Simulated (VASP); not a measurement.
# Te in VASP: settings compared

The runs below take Te through single point, relaxation of cell and atoms, with PBE+D3(BJ), PBE, PBE+D4.

Everything below comes from runs of VASP 6.6.1. Logs are shortened: lines on timing, memory, paths and dates and some standing lists are left out, and cuts for length are marked.

### Step 1. The cell of the first run

It takes space group Cmmm (No. 65, orthorhombic). Conventional cell: a = 3.098 Å, b = 6.741 Å, c = 2.994 Å, α = 90.00°, β = 90.00°, γ = 90.00°. Te (site symmetry mmm) has 8 Te at 2.99 to 3.71 Å within 3.9 Å.

### Step 2. Single point, PBE+D3(BJ)

INCAR

```
SYSTEM = Te
PREC = Accurate
ENCUT = 520
EDIFF = 1E-6
ISMEAR = -1
SIGMA = 0.05
LREAL = .FALSE.
LASPH = .TRUE.
NELM = 100
ALGO = Normal
ISIF = 2
LWAVE = .FALSE.
LCHARG = .FALSE.
GGA = PE
IVDW = 12
NBANDS = 13
```

KPOINTS

```
regular mesh
0
G
  10 10 10
  0 0 0
```

POSCAR

```
Te
1.0
   -2.9939123477      3.3702730809      1.5490340455
    2.9939123477     -3.3702730809      1.5490340455
    2.9939123477      3.3702730809     -1.5490340455
Te
2
Direct
   -0.0000099906      0.7499900094      0.2500000000
    1.0000099906      0.2500099906      0.7500000000
```

Potentials or basis: VASP PAW PBE potentials, release 64 (Te).

Launch:

```console
$ cat potpaw_PBE.64/Te/POTCAR > POTCAR
$ mpirun -np 1 vasp_std > vasp.out
```

OUTCAR:

```text
SYSTEM = Te
   PREC = Accurate
   ENCUT = 520
   EDIFF = 1E-6
   ISMEAR = -1
   LREAL = .FALSE.
   LASPH = .TRUE.
   NELM = 100
   ISIF = 2
   GGA = PE
   IVDW = 12
 IVDW          = 12

 ion  position               nearest neighbor table
   1  1.000  0.750  0.250-   2 2.99   2 2.99
   2  0.000  0.250  0.750-   1 2.99   1 2.99

  LATTYP: Found a body centered orthorhombic cell.
 ALAT       =     3.0980680910
 B/A-ratio  =     1.9327608431
 C/A-ratio  =     2.1757256341

  Lattice vectors:

 A1 = (   2.9939123477,  -3.3702730809,   1.5490340455)
 A2 = (  -2.9939123477,  -3.3702730809,  -1.5490340455)
 A3 = (   2.9939123477,   3.3702730809,  -1.5490340455)

Analysis of symmetry for initial positions (statically):
=====================================================================
 Subroutine PRICEL returns:
 Original cell was already a primitive cell.

 Routine SETGRP: Setting up the symmetry group for a
 body centered orthorhombic supercell.

 Subroutine GETGRP returns: Found  8 space group operations
 (whereof  4 operations were pure point group operations)
 out of a pool of  8 trial point group operations.

The static configuration has the point symmetry C_2h.
 The point group associated with its full space group is D_2h.

Analysis of symmetry for dynamics (positions and initial velocities):
=====================================================================
 Subroutine PRICEL returns:
 Original cell was already a primitive cell.

 Routine SETGRP: Setting up the symmetry group for a
 body centered orthorhombic supercell.

 Subroutine GETGRP returns: Found  8 space group operations
 (whereof  4 operations were pure point group operations)
 out of a pool of  8 trial point group operations.

The dynamic configuration has the point symmetry C_2h.
 The point group associated with its full space group is D_2h.

 Subroutine INISYM returns: Found  8 space group operations
 (whereof  4 operations are pure point group operations),
 and found     1 'primitive' translations

----------------------------------------------------------------------------------------

                                     Primitive cell

  volume of cell :      62.5209

  direct lattice vectors                    reciprocal lattice vectors
    -2.993912348  3.370273081  1.549034046     0.000000000  0.148355931  0.322781802
     2.993912348 -3.370273081  1.549034046     0.167005557  0.000000000  0.322781802
     2.993912348  3.370273081 -1.549034046     0.167005557  0.148355931  0.000000000

  length of vectors
     4.766734549  4.766734549  4.766734549     0.355242978  0.363426674  0.223383836

  position of ions in fractional coordinates (direct lattice)
     0.999990009  0.749990009  0.250000000
     0.000009991  0.250009991  0.750000000

  ion indices of the primitive-cell ions
   primitive index   ion index
                 1           1
                 2           2

----------------------------------------------------------------------------------------

 KPOINTS: regular mesh

Automatic generation of k-mesh.
 Grid dimensions read from file:
 generate k-points for:   10   10   10

 Generating k-lattice:

  Cartesian coordinates                     Fractional coordinates (reciprocal lattice)
     0.000000000  0.014835593  0.032278180     0.100000000  0.000000000  0.000000000
     0.016700556  0.000000000  0.032278180    -0.000000000  0.100000000  0.000000000
     0.016700556  0.014835593  0.000000000    -0.000000000  0.000000000  0.100000000

  Length of vectors
     0.035524298  0.036342667  0.022338384

  Shift w.r.t. Gamma in fractional coordinates (k-lattice)
     0.000000000  0.000000000  0.000000000

 Subroutine IBZKPT returns following result:
 ===========================================

 Found    171 irreducible k-points:

 Following reciprocal coordinates:
            Coordinates               Weight
  0.000000  0.000000  0.000000      1.000000
  0.100000 -0.000000  0.000000      4.000000
  0.200000 -0.000000  0.000000      4.000000
  0.300000 -0.000000  0.000000      4.000000
  0.400000 -0.000000  0.000000      4.000000
  0.500000 -0.000000  0.000000      2.000000
[... 16 lines left out ...]
 -0.400000  0.200000 -0.000000      8.000000
 -0.300000  0.200000 -0.000000      8.000000
 [... further k-points ...]
   k-points           NKPTS =    171   k-points in BZ     NKDIM =    171   number of bands    NBANDS=     13
   number of dos      NEDOS =    301   number of ions     NIONS =      2
   total plane-waves  NPLWV =  46656
   dimension x,y,z NGX =    36 NGY =   36 NGZ =   36
   dimension x,y,z NGXF=    72 NGYF=   72 NGZF=   72
   ions per type =               2
   NGX,Y,Z   is equivalent  to a cutoff of  12.56, 12.56, 12.56 a.u.
   NGXF,Y,Z  is equivalent  to a cutoff of  25.11, 25.11, 25.11 a.u.
 SYSTEM =  Te
   PREC   = accura    normal or accurate (medium, high low for compatibility)
   ISTART =      0    job   : 0-new  1-cont  2-samecut
   ICHARG =      2    charge: 1-file 2-atom 10-const
   ISPIN  =      1    spin polarized calculation?
   LNONCOLLINEAR =      F non collinear calculations
   LSORBIT =      F    spin-orbit coupling
   LASPH  =      T    aspherical Exc in radial PAW
   ENCUT  =  520.0 eV  38.22 Ry    6.18 a.u.   8.86  8.86  8.86*2*pi/ulx,y,z
   NELM   =    100;   NELMIN=  2; NELMDL= -5     # of ELM steps
   EDIFF  = 0.1E-05   stopping-criterion for ELM
   LREAL  =      F    real-space projection
   EDIFFG = 0.1E-04   stopping-criterion for IOM
   NSW    =      0    number of steps for IOM
   IBRION =     -1    ionic relax: 0-MD 1-quasi-New 2-CG
   NFREE  =      0    steps in history (QN), initial steepest desc. (CG)
   ISIF   =      2    stress and relaxation
   ISYM   =      2    0-nonsym 1-usesym 2-fastsym
   POTIM  = 0.5000    time-step for ionic-motion
   TEBEG  =    0.0;   TEEND  =   0.0 temperature during run
   PSTRESS=    0.0 pullay stress
   NELECT =      12.0000    total number of electrons
   NUPDOWN=      -1.0000    fix difference up-down
   EMIN   =  10.00;   EMAX   =-10.00  energy-range for DOS
   EFERMI =   0.00;   METHOD = LEGACY
   ISMEAR =    -1;   SIGMA  =   0.05  broadening in eV -4-tet -1-fermi 0-gaus
   EFERMI_NEDOS =   21; number of points for ismear=-14 and -15
   IALGO  =     38    algorithm
   IMIX   =      4    mixing-type and parameters
     AMIX     =   0.40;   BMIX     =  1.00
     AMIX_MAG =   1.60;   BMIX_MAG =  1.00
  volume/ion in A,a.u.               =      31.26       210.96
  Fermi-wavevector in a.u.,A,eV,Ry     =   0.944337  1.784538 12.133292  0.891772
  Thomas-Fermi vector in A             =   2.072132
   LORBIT       =      0    0 simple, 1 ext, 2 COOP (PROOUT), +10 PAW based schemes
   GGA     = PE    functional components
   LHFCALC =     F    Hartree Fock is set to
   AEXX    =    0.0000 exact exchange contribution
   IVDW    =    12    specifies the selected vdW correction
   LEPSILON=     F    determine dielectric tensor
   LRPA    =     F    only Hartree local field effects (RPA)
 non-spin polarized calculation
  energy-cutoff  :      520.00
  volume of cell :       62.52
 maximum number of plane-waves:      1707
   NGX = 17   NGY = 17   NGZ = 17

 number of electron      11.9999999 magnetization

 Free energy of the ion-electron system (eV)
  ---------------------------------------------------
  ext. energy  EPLUGINS =         0.00000000
  ---------------------------------------------------
  free energy    TOTEN  =        -5.92573063 eV

  energy without entropy =       -5.91477914  energy(sigma->0) =       -5.92025488

 E-fermi :   6.6801     XC(G=0):  -9.5139

 val. band max:        6.6596148233   @ k =  -0.4000   0.2000   0.1000
 cond. band min:       6.6822518010   @ k =  -0.3000   0.5000   0.1000
 fundamental gap:      0.0226369777
 Fermi energy:         6.6801382040

 k-point     1 :       0.0000    0.0000    0.0000
  band No.  band energies     occupation
      1      -7.0054      2.00000
      2      -3.3974      2.00000
      3       1.4331      2.00000
      4       3.4545      2.00000
      5       6.4727      1.96892
      6       9.0861      0.00000
      7       9.4930      0.00000
      8       9.5503      0.00000
      9      10.5153      0.00000
     10      11.8546      0.00000
     11      14.0552      0.00000
     12      15.7849      0.00000
     13      16.3331      0.00000

 k-point     2 :       0.1000   -0.0000    0.0000
  band No.  band energies     occupation
      1      -6.8452      2.00000
      2      -3.3015      2.00000
      3       1.5145      2.00000
      4       3.7000      2.00000
      5       6.2827      1.99929
      6       8.1678      0.00000
      7       9.2866      0.00000
      8       9.3200      0.00000
      9       9.6987      0.00000
     10      12.2900      0.00000
     11      14.4635      0.00000
     12      15.3334      0.00000
     13      15.8690      0.00000

 k-point     3 :       0.2000   -0.0000    0.0000
  band No.  band energies     occupation
      1      -6.3772      2.00000
      2      -3.0138      2.00000
      3       1.7474      2.00000
      4       4.3945      2.00000
      5       5.4598      2.00000
      6       6.2738      1.99941
      7       7.1449      0.00018
      8       9.9843      0.00000
      9      10.1199      0.00000
     10      12.7082      0.00000
     11      13.1527      0.00000
     12      14.7598      0.00000
     13      15.0614      0.00000
[... 305 lines left out ...]
 k-point    23 :      -0.4000    0.2000   -0.0000
  band No.  band energies     occupation
      1      -6.0032      2.00000
      2      -3.7443      2.00000
      3       2.2679      2.00000
      4       4.4488      2.00000
      5       4.9734      2.00000
      6       5.8876      2.00000
      7       7.1242      0.00028
      8       8.7675      0.00000
      9      11.5076      0.00000
     10      13.8379      0.00000
     11      14.1128      0.00000
     12      16.8627      0.00000
     13      17.0608      0.00000

 k-point    24 :      -0.3000    0.2000   -0.0000
  band No.  band energies     occupation
      1      -6.5333      2.00000
      2      -3.9728      2.00000
      3       2.0789      2.00000
      4       4.0702      2.00000
      5       5.0813      2.00000
      6       8.0397      0.00000
      7       8.3483      0.00000
      8       9.1545      0.00000
      9      10.6570      0.00000
     10      14.0198      0.00000
     11      15.8511      0.00000
     12      15.9703      0.00000
     13      16.8071      0.00000

 [... further k-points ...]

------------------------ aborting loop because EDIFF is reached ----------------------------------------

 Edisp (eV)   -0.93881

 E8    (eV) :    -0.4312

  FORCE on cell =-STRESS in cart. coord.  units (eV):
  Direction    XX          YY          ZZ          XY          YZ          ZX
  --------------------------------------------------------------------------------------
  -------------------------------------------------------------------------------------
  Total      -0.12111    -0.08921    -0.11829     0.00000     0.00000     0.00000
  in kB      -3.10356    -2.28620    -3.03123     0.00000     0.00000     0.00000
  external pressure =       -2.81 kB  Pullay stress =        0.00 kB

 VOLUME and BASIS-vectors are now :
 -----------------------------------------------------------------------------
  energy-cutoff  :      520.00
  volume of cell :       62.52
      direct lattice vectors                 reciprocal lattice vectors
    -2.993912348  3.370273081  1.549034046     0.000000000  0.148355931  0.322781802
     2.993912348 -3.370273081  1.549034046     0.167005557  0.000000000  0.322781802
     2.993912348  3.370273081 -1.549034046     0.167005557  0.148355931  0.000000000

 POSITION                                       TOTAL-FORCE (eV/Angst)
 -----------------------------------------------------------------------------------
      0.00000      1.68514      2.32352         0.000000      0.000000      0.000033
      2.99391      1.68514     -0.77449        -0.000000     -0.000000     -0.000033
 -----------------------------------------------------------------------------------
    total drift:                               -0.000000     -0.000000      0.000000

  FREE ENERGIE OF THE ION-ELECTRON SYSTEM (eV)
  ---------------------------------------------------
  free  energy   TOTEN  =        -6.8645452506 eV

  energy  without entropy=       -6.8535937606  energy(sigma->0) =       -6.85906951
```

Run time: 2.9 min. Hardware: 1 thread of Oxide Virtual Turin-like, shared host; peak memory 0.25 GiB.

Results:

| Quantity | Value |
| --- | --- |
| Free energy | -6.8645 eV |
| Pressure | -0.3 GPa |
| Band gap on the k mesh | zero (bands 6 and 7 overlap by 3.71 eV) |
| Dispersion energy per atom | -0.469 eV |

Stress tensor (GPa, compression positive):
```
-0.31  0.00  0.00
 0.00 -0.23  0.00
 0.00  0.00 -0.30
```

Caveat: three body term missing; spin-orbit coupling is left out, which moves the levels of the heavy elements.

### Step 3. Relaxation of cell and atoms, PBE

This run uses another cell than the first one, of 35.20 Å³/atom.

INCAR

```
SYSTEM = Te
ALGO     = Normal         ! electronic algorithm
EDIFF    = 1E-6           ! SCF threshold, eV
EDIFFG   = -0.01          ! ionic threshold
ENCUT    = 600            ! plane-wave cutoff, eV
GGA      = PE             ! functional
IBRION   = 2              ! ionic algorithm
ISIF     = 3              ! what is computed and relaxed
ISMEAR   = -1             ! smearing method
LASPH    = .True.         ! aspherical terms in the spheres
LCHARG   = .False.        ! write CHGCAR
LREAL    = .False.        ! projectors in reciprocal space
LWAVE    = .False.        ! write WAVECAR
NELM     = 100            ! most SCF steps
NSW      = 60             ! ionic steps
PREC     = Accurate       ! precision mode
SIGMA    = 0.05           ! smearing width, eV
```

KPOINTS

```
k-points
0
Gamma
  10 10 10
  0 0 0
```

POSCAR

```
Te
1.0
   -2.9577914636      3.8759656627      1.5351528885
    2.9577914636     -3.8759656627      1.5351528885
    2.9577914636      3.8759656627     -1.5351528885
Te
2
Direct
    0.0009290200      0.7509290200      0.2500000000
    0.9990709800      0.2490709800      0.7500000000
```

Potentials or basis: VASP PAW PBE potentials, release 64 (Te).

Launch:

```console
$ cat potpaw_PBE.64/Te/POTCAR > POTCAR
$ mpirun -np 1 vasp_std > vasp.out
```

OUTCAR:

```text
SYSTEM = Te
   EDIFF = 1E-6
   EDIFFG = -0.01
   ENCUT = 600
   GGA = PE
   IBRION = 2
   ISIF = 3
   ISMEAR = -1
   LASPH = .True.
   LREAL = .False.
   NELM = 100
   NSW = 60
   PREC = Accurate

 ion  position               nearest neighbor table
   1  0.001  0.751  0.250-   2 2.96   2 2.96
   2  0.999  0.249  0.750-   1 2.96   1 2.96

  LATTYP: Found a body centered orthorhombic cell.
 ALAT       =     3.0703057770
 B/A-ratio  =     1.9267080730
 C/A-ratio  =     2.5248075887

  Lattice vectors:

 A1 = (   2.9577914636,  -3.8759656627,   1.5351528885)
 A2 = (  -2.9577914636,  -3.8759656627,  -1.5351528885)
 A3 = (   2.9577914636,   3.8759656627,  -1.5351528885)

Analysis of symmetry for initial positions (statically):
=====================================================================
[... 603 lines left out ...]

--------------------------------------- Ionic step        8  -------------------------------------------

 number of electron      12.0000000 magnetization

------------------------ aborting loop because EDIFF is reached ----------------------------------------
[... 67 lines left out ...]
--------------------------------------- Ionic step       10  -------------------------------------------

 number of electron      12.0000000 magnetization

 Free energy of the ion-electron system (eV)
  ---------------------------------------------------
  ext. energy  EPLUGINS =         0.00000000
  ---------------------------------------------------
  free energy    TOTEN  =        -5.99212629 eV

  energy without entropy =       -5.98164928  energy(sigma->0) =       -5.98688779

 E-fermi :   4.9608     XC(G=0):  -8.7904

 val. band max:        4.9537872994   @ k =   0.1000   0.5000   0.0000
 cond. band min:       4.9612535511   @ k =   0.4000   0.4000   0.1000
 fundamental gap:      0.0074662517
 Fermi energy:         4.9608005279

 k-point     1 :       0.0000    0.0000    0.0000
  band No.  band energies     occupation
      1      -8.2279      2.00000
      2      -5.3085      2.00000
      3      -0.4548      2.00000
      4       2.9159      2.00000
      5       3.3356      2.00000
      6       7.9208      0.00000
      7       8.1107      0.00000
      8       8.3417      0.00000
      9       8.8764      0.00000
     10       9.6026      0.00000
[... 328 lines left out ...]
  FREE ENERGIE OF THE ION-ELECTRON SYSTEM (eV)
  ---------------------------------------------------
  free  energy   TOTEN  =        -5.9921262866 eV

  energy  without entropy=       -5.9816492843  energy(sigma->0) =       -5.98688779

 reached required accuracy - stopping structural energy minimisation
```

OSZICAR:

```text
N       E                     dE             d eps       ncg     rms          rms(c)
DAV:   1     0.529003927321E+02    0.52900E+02   -0.49756E+03  3420   0.107E+03
DAV:   2    -0.325702606321E+01   -0.56157E+02   -0.54059E+02  5026   0.135E+02
DAV:   3    -0.596032887989E+01   -0.27033E+01   -0.26795E+01  4266   0.362E+01
[... 72 lines left out ...]
DAV:   2    -0.599251749764E+01    0.94403E-03   -0.11572E-03  3494   0.233E-01    0.748E-02
DAV:   3    -0.599212523953E+01    0.39226E-03   -0.85558E-04  3538   0.157E-01    0.745E-02
DAV:   4    -0.599212869117E+01   -0.34516E-05   -0.13798E-05  3642   0.295E-02    0.606E-02
DAV:   5    -0.599212622749E+01    0.24637E-05   -0.16985E-05  3506   0.268E-02    0.347E-02
DAV:   6    -0.599212628660E+01   -0.59113E-07   -0.61141E-07  1990   0.701E-03
  10 F= -.59921263E+01 E0= -.59868878E+01  d E =-.348291E-03
```

CONTCAR:

```text
Te
   1.00000000000000
    -2.9862429773241259    3.9256576601928770    1.5316284765829229
     2.9862429773241259   -3.9256576601928770    1.5316284765829229
     2.9862429773241259    3.9256576601928770   -1.5316284765829229
  Te
     2
Direct
     0.0005936225150027    0.7505936225150027    0.2500000000000000
     0.9994063774849973    0.2494063774849973    0.7500000000000000

  0.00000000E+00  0.00000000E+00  0.00000000E+00
  0.00000000E+00  0.00000000E+00  0.00000000E+00
```

Run time: 19 min. Hardware: 1 thread of Oxide Virtual Turin-like, shared host; peak memory 0.33 GiB.

What came out:

```yaml
Free_energy: -5.9921 eV
Relaxed_volume: 35.91 Å³/atom
Relaxed_cell: a = 5.165 Å, b = 5.165 Å, c = 5.165 Å, α = 109.35°, β = 81.06°, γ = 145.50°
Space_group_after_relaxing_to_0.1_Å: Cmmm (No. 65)
Energy_gained_by_relaxing: 2.2 meV/atom
Ionic_steps: 10
Pressure_after_relaxing: 0.0 GPa
Band_gap_on_the_k_mesh: zero (bands 6 and 7 overlap by 3.81 eV)
```

Step by step:
| step | energy change (eV) | largest force (eV/Å) | pressure (GPa) | volume (Å³) |
| --- | --- | --- | --- | --- |
| 1 | 0.0000 | 0.0023 | 0.63 | 70.40 |
| 2 | -0.0008 | 0.0026 | -0.53 | 71.82 |
| 3 | -0.0039 | 0.0025 | 0.00 | 71.14 |
| 4 | -0.0040 | 0.0025 | 0.05 | 71.14 |
| 5 | -0.0041 | 0.0024 | 0.09 | 71.15 |
| 6 | -0.0041 | 0.0023 | 0.10 | 71.25 |
| 7 | -0.0043 | 0.0020 | 0.04 | 71.55 |
| 8 | -0.0044 | 0.0014 | -0.02 | 72.17 |
| 9 | -0.0044 | 0.0014 | -0.03 | 72.09 |
| 10 | -0.0044 | 0.0017 | 0.01 | 71.82 |

Final structure:
```
CELL_PARAMETERS angstrom
-2.98624 3.92566 1.53163
2.98624 -3.92566 1.53163
2.98624 3.92566 -1.53163
ATOMIC_POSITIONS crystal
Te 0.00059 0.75059 0.25000
Te 0.99941 0.24941 0.75000
```

Caveat: spin-orbit coupling is left out, which moves the levels of the heavy elements.

(Continued in part 2 of 2.)
